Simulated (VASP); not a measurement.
# InSb3 (Fm-3m) in VASP: further runs

InSb3 is run at these levels: PBE; tasks: single point.

Program: VASP 6.6.1. These are calculated values, not measurements. Logs are shortened: lines on timing, memory, paths and dates and some standing lists are left out, and cuts for length are marked.

## Step 1: The cell of the first run

It takes space group Fm-3m (No. 225, cubic). The conventional cell has a = 7.689 Å, b = 7.689 Å, c = 7.689 Å, α = 90.00°, β = 90.00°, γ = 90.00°. Within 4.4 Å of Sb (site symmetry m-3m) lie 8 Sb at 3.33 Å and 6 In at 3.84 Å. Sb (site symmetry -43m) has 4 In at 3.33 Å and 10 Sb at 3.33 to 3.84 Å within 4.4 Å. In (site symmetry m-3m) has 14 Sb at 3.33 to 3.84 Å within 4.4 Å.

## Step 2: Single point, PBE

The input, INCAR:

```
PREC = Accurate
ENCUT = 520
EDIFF = 1E-7
ISMEAR = -1
SIGMA = 0.05
LREAL = False
LASPH = True
NELM = 80
ALGO = Normal
ISIF = 2
LWAVE = False
LCHARG = False
GGA = PE
NBANDS = 22
```

The input, KPOINTS:

```
regular mesh
0
Gamma
  6 6 6
```

The input, POSCAR:

```
InSb3
1.0
    0.0000000000      3.8444890816      3.8444890816
    3.8444890816      0.0000000000      3.8444890816
    3.8444890816      3.8444890816      0.0000000000
Sb In
3 1
Direct
    0.5000000000      0.5000000000      0.5000000000
    0.7500000000      0.7500000000      0.7500000000
    0.2500000000      0.2500000000      0.2500000000
    0.0000000000      0.0000000000      0.0000000000
```

Potentials or basis: VASP PAW PBE potentials, release 64 (Sb, In_d).

Run with:

```sh
> cat potpaw_PBE.64/Sb/POTCAR potpaw_PBE.64/In_d/POTCAR > POTCAR
> mpirun -np 1 vasp_std > vasp.out
```

OUTCAR:

```text
PREC = Accurate
   ENCUT = 520
   EDIFF = 1E-7
   ISMEAR = -1
   LREAL = False
   LASPH = True
   NELM = 80
   ISIF = 2
   GGA = PE

 ion  position               nearest neighbor table
   1  0.500  0.500  0.500-   3 3.33   3 3.33   3 3.33   2 3.33   3 3.33   2 3.33   2 3.33   2 3.33
                             4 3.84   4 3.84   4 3.84   4 3.84   4 3.84   4 3.84
   2  0.750  0.750  0.750-   1 3.33   1 3.33   1 3.33   1 3.33   4 3.33   4 3.33   4 3.33   4 3.33

   3  0.250  0.250  0.250-   4 3.33   4 3.33   4 3.33   1 3.33   4 3.33   1 3.33   1 3.33   1 3.33

   4  0.000  0.000  0.000-   2 3.33   2 3.33   2 3.33   2 3.33   3 3.33   3 3.33   3 3.33   3 3.33
                             1 3.84   1 3.84   1 3.84   1 3.84   1 3.84   1 3.84

  LATTYP: Found a face centered cubic cell.
 ALAT       =     7.6889781632

  Lattice vectors:

 A1 = (   0.0000000000,   3.8444890816,   3.8444890816)
 A2 = (   3.8444890816,   0.0000000000,   3.8444890816)
 A3 = (   3.8444890816,   3.8444890816,   0.0000000000)

Analysis of symmetry for initial positions (statically):
=====================================================================
 Subroutine PRICEL returns:
 Original cell was already a primitive cell.

 Routine SETGRP: Setting up the symmetry group for a
 face centered cubic supercell.

 Subroutine GETGRP returns: Found 48 space group operations
 (whereof 48 operations were pure point group operations)
 out of a pool of 48 trial point group operations.

The static configuration has the point symmetry O_h .

Analysis of symmetry for dynamics (positions and initial velocities):
=====================================================================
 Subroutine PRICEL returns:
 Original cell was already a primitive cell.

 Routine SETGRP: Setting up the symmetry group for a
 face centered cubic supercell.

 Subroutine GETGRP returns: Found 48 space group operations
 (whereof 48 operations were pure point group operations)
 out of a pool of 48 trial point group operations.

The dynamic configuration has the point symmetry O_h .

 Subroutine INISYM returns: Found 48 space group operations
 (whereof 48 operations are pure point group operations),
 and found     1 'primitive' translations

----------------------------------------------------------------------------------------

                                     Primitive cell

  volume of cell :     113.6438

[... 82 lines left out ...]
   NELM   =     80;   NELMIN=  2; NELMDL= -5     # of ELM steps
   EDIFF  = 0.1E-06   stopping-criterion for ELM
   LREAL  =      F    real-space projection
   EDIFFG = 0.1E-05   stopping-criterion for IOM
   NSW    =      0    number of steps for IOM
   IBRION =     -1    ionic relax: 0-MD 1-quasi-New 2-CG
   NFREE  =      0    steps in history (QN), initial steepest desc. (CG)
   ISIF   =      2    stress and relaxation
   ISYM   =      2    0-nonsym 1-usesym 2-fastsym
   POTIM  = 0.5000    time-step for ionic-motion
   TEBEG  =    0.0;   TEEND  =   0.0 temperature during run
   PSTRESS=    0.0 pullay stress
   NELECT =      28.0000    total number of electrons
   NUPDOWN=      -1.0000    fix difference up-down
   EMIN   =  10.00;   EMAX   =-10.00  energy-range for DOS
   EFERMI =   0.00;   METHOD = LEGACY
   ISMEAR =    -1;   SIGMA  =   0.05  broadening in eV -4-tet -1-fermi 0-gaus
   EFERMI_NEDOS =   21; number of points for ismear=-14 and -15
   IALGO  =     38    algorithm
   IMIX   =      4    mixing-type and parameters
     AMIX     =   0.40;   BMIX     =  1.00
     AMIX_MAG =   1.60;   BMIX_MAG =  1.00
  volume/ion in A,a.u.               =      28.41       191.73
  Fermi-wavevector in a.u.,A,eV,Ry     =   1.026311  1.939446 14.331204  1.053314
  Thomas-Fermi vector in A             =   2.160197
   LORBIT       =      0    0 simple, 1 ext, 2 COOP (PROOUT), +10 PAW based schemes
   GGA     = PE    functional components
   LHFCALC =     F    Hartree Fock is set to
   AEXX    =    0.0000 exact exchange contribution
   IVDW    =     0    specifies the selected vdW correction
   LEPSILON=     F    determine dielectric tensor
   LRPA    =     F    only Hartree local field effects (RPA)
 non-spin polarized calculation
  energy-cutoff  :      520.00
  volume of cell :      113.64
 maximum number of plane-waves:      3119
   NGX = 21   NGY = 21   NGZ = 21

 number of electron      28.0000004 magnetization

 Free energy of the ion-electron system (eV)
  ---------------------------------------------------
  ext. energy  EPLUGINS =         0.00000000
  ---------------------------------------------------
  free energy    TOTEN  =       -14.21492634 eV

  energy without entropy =      -14.18319223  energy(sigma->0) =      -14.19905928

 E-fermi :   7.5998     XC(G=0):  -9.9626

 val. band max:        7.5147706612   @ k =   0.5000   0.3333   0.0000
 cond. band min:       7.6029173819   @ k =   0.5000   0.1667   0.0000
 fundamental gap:      0.0881467206
 Fermi energy:         7.5997617574

 k-point     1 :       0.0000    0.0000    0.0000
  band No.  band energies     occupation
      1      -7.0566      2.00000
      2      -7.0566      2.00000
      3      -7.0566      2.00000
      4      -7.0307      2.00000
      5      -7.0307      2.00000
      6      -4.4524      2.00000
[... 389 lines left out ...]
     21      11.7884      0.00000
     22      14.2184      0.00000

------------------------ aborting loop because EDIFF is reached ----------------------------------------

  FORCE on cell =-STRESS in cart. coord.  units (eV):
  Direction    XX          YY          ZZ          XY          YZ          ZX
  --------------------------------------------------------------------------------------
  -------------------------------------------------------------------------------------
  Total       -1.4428416     -1.4428416     -1.4428416     -0.0000000      0.0000000      0.0000000
  in kB      -20.3415170    -20.3415170    -20.3415170     -0.0000000      0.0000000      0.0000000
  external PRESSURE =     -20.3415170 kB  Pullay stress =       0.0000000 kB

 VOLUME and BASIS-vectors are now :
 -----------------------------------------------------------------------------
  energy-cutoff  :      520.00
  volume of cell :      113.64
      direct lattice vectors                 reciprocal lattice vectors
     0.000000000  3.844489082  3.844489082    -0.130056293  0.130056293  0.130056293
     3.844489082  0.000000000  3.844489082     0.130056293 -0.130056293  0.130056293
     3.844489082  3.844489082  0.000000000     0.130056293  0.130056293 -0.130056293

 POSITION                                       TOTAL-FORCE (eV/Angst)
 -----------------------------------------------------------------------------------
      3.84449      3.84449      3.84449         0.000000     -0.000000     -0.000000
      5.76673      5.76673      5.76673         0.000000      0.000000      0.000000
      1.92224      1.92224      1.92224        -0.000000     -0.000000     -0.000000
      0.00000      0.00000      0.00000         0.000000     -0.000000     -0.000000
 -----------------------------------------------------------------------------------
    total drift:                               -0.000000      0.000000      0.000000

  FREE ENERGIE OF THE ION-ELECTRON SYSTEM (eV)
  ---------------------------------------------------
  free  energy   TOTEN  =       -14.2149263374 eV

  energy  without entropy=      -14.1831922286  energy(sigma->0) =      -14.19905928
```

OSZICAR:

```text
N       E                     dE             d eps       ncg     rms          rms(c)
DAV:   1     0.187247028498E+03    0.18725E+03   -0.10761E+04   704   0.115E+03
DAV:   2     0.187317326385E+01   -0.18537E+03   -0.17842E+03   784   0.291E+02
DAV:   3    -0.137184808258E+02   -0.15592E+02   -0.15204E+02   856   0.876E+01
DAV:   4    -0.142348346141E+02   -0.51635E+00   -0.51395E+00   792   0.166E+01
DAV:   5    -0.142614060317E+02   -0.26571E-01   -0.26561E-01  1064   0.386E+00    0.334E+00
DAV:   6    -0.142215432974E+02    0.39863E-01   -0.77207E-02   936   0.306E+00    0.186E+00
DAV:   7    -0.142152403832E+02    0.63029E-02   -0.30219E-02   898   0.140E+00    0.356E-01
DAV:   8    -0.142148604709E+02    0.37991E-03   -0.22039E-03   818   0.446E-01    0.111E-01
DAV:   9    -0.142149271051E+02   -0.66634E-04   -0.30278E-04   806   0.114E-01    0.432E-02
DAV:  10    -0.142149260138E+02    0.10913E-05   -0.11523E-05   824   0.213E-02    0.965E-03
DAV:  11    -0.142149273062E+02   -0.12923E-05   -0.32576E-06   900   0.127E-02    0.564E-03
DAV:  12    -0.142149268354E+02    0.47074E-06   -0.21535E-07   594   0.318E-03    0.302E-03
DAV:  13    -0.142149263507E+02    0.48471E-06   -0.55588E-08   430   0.193E-03    0.489E-04
DAV:  14    -0.142149263374E+02    0.13295E-07   -0.10517E-08   412   0.109E-03
   1 F= -.14214926E+02 E0= -.14199059E+02  d E =-.317341E-01
```

It took 69 s on 1 thread of Intel Xeon 8259CL, shared host; peak memory 0.26 GiB.

Results:

| Item | Value |
| --- | --- |
| Free energy | -14.2149 eV |
| Pressure | -2.0 GPa |
| Band gap on the k mesh | zero (bands 14 and 15 overlap by 3.28 eV) |

Levels at points of the mesh, in eV from the Fermi level:
```csv
k point,band 12,band 13,band 14,band 15,band 16,band 17
"(0.00, 0.00, 0.00)",-2.44,-2.36,-2.36,-2.36,-0.72,-0.72
"(0.50, 0.00, 0.00)",-2.56,-2.56,-0.40,-0.28,1.77,1.77
"(0.50, 0.50, 0.00)",0.14,0.77,0.77,0.99,1.54,1.65
```

Caveat: spin-orbit coupling is left out, which moves the levels of the heavy elements.

## Step 3: Single point, PBE

This run uses another cell than the first one, of 28.96 Å³/atom.

The input, INCAR:

```
ALGO = Normal
EDIFF = 1E-7
ENCUT = 520
GGA = PE
ISIF = 2
ISMEAR = -1
LASPH = True
LCHARG = False
LREAL = False
LWAVE = False
NBANDS = 22
NELM = 60
PREC = Accurate
SIGMA = 0.05
```

The input, KPOINTS:

```
k-points
0
Gamma
  6 6 6
```

The input, POSCAR:

```
InSb3
1.0
    0.0000000000      3.8689769334      3.8689769334
    3.8689769334      0.0000000000      3.8689769334
    3.8689769334      3.8689769334      0.0000000000
Sb In
3 1
Direct
    0.5000000000      0.5000000000      0.5000000000
    0.7500000000      0.7500000000      0.7500000000
    0.2500000000      0.2500000000      0.2500000000
    0.0000000000      0.0000000000      0.0000000000
```

Potentials or basis: VASP PAW PBE potentials, release 64 (Sb, In_d).

Run with:

```sh
> cat potpaw_PBE.64/Sb/POTCAR potpaw_PBE.64/In_d/POTCAR > POTCAR
> mpirun -np 1 vasp_std > vasp.out
```

OUTCAR:

```text
EDIFF = 1E-7
   ENCUT = 520
   GGA = PE
   ISIF = 2
   ISMEAR = -1
   LASPH = True
   LREAL = False
   NELM = 60
   PREC = Accurate

 ion  position               nearest neighbor table
   1  0.500  0.500  0.500-   2 3.35   3 3.35   3 3.35   3 3.35   3 3.35   2 3.35   2 3.35   2 3.35
                             4 3.87   4 3.87   4 3.87   4 3.87   4 3.87   4 3.87
   2  0.750  0.750  0.750-   1 3.35   4 3.35   1 3.35   1 3.35   1 3.35   4 3.35   4 3.35   4 3.35

   3  0.250  0.250  0.250-   1 3.35   4 3.35   4 3.35   4 3.35   4 3.35   1 3.35   1 3.35   1 3.35

   4  0.000  0.000  0.000-   2 3.35   3 3.35   2 3.35   2 3.35   2 3.35   3 3.35   3 3.35   3 3.35
                             1 3.87   1 3.87   1 3.87   1 3.87   1 3.87   1 3.87

  LATTYP: Found a face centered cubic cell.
 ALAT       =     7.7379538668

  Lattice vectors:

 A1 = (   0.0000000000,   3.8689769334,   3.8689769334)
 A2 = (   3.8689769334,   0.0000000000,   3.8689769334)
 A3 = (   3.8689769334,   3.8689769334,   0.0000000000)

Analysis of symmetry for initial positions (statically):
=====================================================================
 Subroutine PRICEL returns:
 Original cell was already a primitive cell.

 Routine SETGRP: Setting up the symmetry group for a
 face centered cubic supercell.

 Subroutine GETGRP returns: Found 48 space group operations
 (whereof 48 operations were pure point group operations)
 out of a pool of 48 trial point group operations.

The static configuration has the point symmetry O_h .

Analysis of symmetry for dynamics (positions and initial velocities):
=====================================================================
 Subroutine PRICEL returns:
 Original cell was already a primitive cell.

 Routine SETGRP: Setting up the symmetry group for a
 face centered cubic supercell.

 Subroutine GETGRP returns: Found 48 space group operations
[... 115 lines left out ...]
   IALGO  =     38    algorithm
   IMIX   =      4    mixing-type and parameters
     AMIX     =   0.40;   BMIX     =  1.00
     AMIX_MAG =   1.60;   BMIX_MAG =  1.00
  volume/ion in A,a.u.               =      28.96       195.41
  Fermi-wavevector in a.u.,A,eV,Ry     =   1.019815  1.927171 14.150365  1.040023
  Thomas-Fermi vector in A             =   2.153350
   LORBIT       =      0    0 simple, 1 ext, 2 COOP (PROOUT), +10 PAW based schemes
   GGA     = PE    functional components
   LHFCALC =     F    Hartree Fock is set to
   AEXX    =    0.0000 exact exchange contribution
   IVDW    =     0    specifies the selected vdW correction
   LEPSILON=     F    determine dielectric tensor
   LRPA    =     F    only Hartree local field effects (RPA)
 non-spin polarized calculation
  energy-cutoff  :      520.00
  volume of cell :      115.83
 maximum number of plane-waves:      3143
 NGX is ok and might be reduce to    42
   NGX = 21   NGY = 21   NGZ = 21

 number of electron      28.0000007 magnetization

 Free energy of the ion-electron system (eV)
  ---------------------------------------------------
  ext. energy  EPLUGINS =         0.00000000
  ---------------------------------------------------
  free energy    TOTEN  =       -14.18222745 eV

  energy without entropy =      -14.15044137  energy(sigma->0) =      -14.16633441

 E-fermi :   7.3623     XC(G=0):  -9.8787

 val. band max:        7.3427114751   @ k =   0.5000   0.1667   0.0000
 cond. band min:       7.3879516088   @ k =  -0.1667   0.1667   0.0000
 fundamental gap:      0.0452401337
 Fermi energy:         7.3622709973

 k-point     1 :       0.0000    0.0000    0.0000
  band No.  band energies     occupation
      1      -7.2650      2.00000
      2      -7.2650      2.00000
      3      -7.2650      2.00000
      4      -7.2409      2.00000
      5      -7.2409      2.00000
      6      -4.5498      2.00000
[... 389 lines left out ...]
     21      11.5142      0.00000
     22      13.9631      0.00000

------------------------ aborting loop because EDIFF is reached ----------------------------------------

  FORCE on cell =-STRESS in cart. coord.  units (eV):
  Direction    XX          YY          ZZ          XY          YZ          ZX
  --------------------------------------------------------------------------------------
  -------------------------------------------------------------------------------------
  Total       -2.0087715     -2.0087715     -2.0087715     -0.0000000     -0.0000000      0.0000000
  in kB      -27.7857869    -27.7857869    -27.7857869     -0.0000000     -0.0000000      0.0000000
  external PRESSURE =     -27.7857869 kB  Pullay stress =       0.0000000 kB

 VOLUME and BASIS-vectors are now :
 -----------------------------------------------------------------------------
  energy-cutoff  :      520.00
  volume of cell :      115.83
      direct lattice vectors                 reciprocal lattice vectors
     0.000000000  3.868976933  3.868976933    -0.129233130  0.129233130  0.129233130
     3.868976933  0.000000000  3.868976933     0.129233130 -0.129233130  0.129233130
     3.868976933  3.868976933  0.000000000     0.129233130  0.129233130 -0.129233130

 POSITION                                       TOTAL-FORCE (eV/Angst)
 -----------------------------------------------------------------------------------
      3.86898      3.86898      3.86898         0.000000     -0.000000     -0.000000
      5.80347      5.80347      5.80347        -0.000000     -0.000000      0.000000
      1.93449      1.93449      1.93449        -0.000000      0.000000     -0.000000
      0.00000      0.00000      0.00000         0.000000      0.000000     -0.000000
 -----------------------------------------------------------------------------------
    total drift:                               -0.000000      0.000000      0.000000

  FREE ENERGIE OF THE ION-ELECTRON SYSTEM (eV)
  ---------------------------------------------------
  free  energy   TOTEN  =       -14.1822274489 eV

  energy  without entropy=      -14.1504413686  energy(sigma->0) =      -14.16633441
```

OSZICAR:

```text
N       E                     dE             d eps       ncg     rms          rms(c)
DAV:   1     0.184476477348E+03    0.18448E+03   -0.10667E+04   704   0.114E+03
DAV:   2     0.137078862432E+01   -0.18311E+03   -0.17661E+03   764   0.287E+02
DAV:   3    -0.137261150709E+02   -0.15097E+02   -0.14664E+02   888   0.852E+01
DAV:   4    -0.142050662926E+02   -0.47895E+00   -0.47715E+00   768   0.159E+01
DAV:   5    -0.142278041255E+02   -0.22738E-01   -0.22736E-01  1064   0.359E+00    0.321E+00
DAV:   6    -0.141886716365E+02    0.39132E-01   -0.75498E-02   930   0.296E+00    0.179E+00
DAV:   7    -0.141824895852E+02    0.61821E-02   -0.29769E-02   908   0.135E+00    0.352E-01
DAV:   8    -0.141821564572E+02    0.33313E-03   -0.21490E-03   792   0.426E-01    0.106E-01
DAV:   9    -0.141822269019E+02   -0.70445E-04   -0.29866E-04   842   0.117E-01    0.422E-02
DAV:  10    -0.141822269554E+02   -0.53582E-07   -0.12556E-05   788   0.210E-02    0.108E-02
DAV:  11    -0.141822284475E+02   -0.14921E-05   -0.33323E-06   890   0.132E-02    0.635E-03
DAV:  12    -0.141822278503E+02    0.59723E-06   -0.23189E-07   602   0.347E-03    0.270E-03
DAV:  13    -0.141822274254E+02    0.42488E-06   -0.63304E-08   448   0.238E-03    0.421E-04
DAV:  14    -0.141822274489E+02   -0.23540E-07   -0.10709E-08   394   0.111E-03
   1 F= -.14182227E+02 E0= -.14166334E+02  d E =-.317861E-01
```

stdout:

```text
POSCAR found type information on POSCAR SbIn
 POSCAR found :  2 types and       4 ions
 scaLAPACK will be used
 LDA part: xc-table for (Slater+PW92), standard interpolation
 POSCAR, INCAR and KPOINTS ok, starting setup
 FFT: planning ... GRIDC
 FFT: planning ... GRID_SOFT
 FFT: planning ... GRID
 WAVECAR not read
 entering main loop
```

Wall time 87 s (1 thread of Intel Xeon 8259CL, shared host); peak memory 0.26 GiB.

What came out:

```
Free energy            : -14.1822 eV
Pressure               : -2.8 GPa
Band gap on the k mesh : zero (bands 14 and 15 overlap by 3.20 eV)
```

Levels at points of the mesh, in eV from the Fermi level:
| k point | band 10 | band 11 | band 12 | band 13 | band 14 | band 15 | band 16 | band 17 | band 18 | band 19 |
| --- | --- | --- | --- | --- | --- | --- | --- | --- | --- | --- |
| (0.00, 0.00, 0.00) | -2.38 | -2.38 | -2.38 | -2.29 | -2.29 | -2.29 | -0.68 | -0.68 | -0.68 | 3.46 |
| (0.50, 0.00, 0.00) | -3.28 | -3.28 | -2.48 | -2.48 | -0.42 | -0.30 | 1.75 | 1.75 | 2.94 | 2.94 |
| (0.50, 0.50, 0.00) | -4.82 | -4.82 | 0.10 | 0.76 | 0.76 | 0.92 | 1.51 | 1.63 | 1.63 | 3.82 |

Caveat: spin-orbit coupling is left out, which moves the levels of the heavy elements.
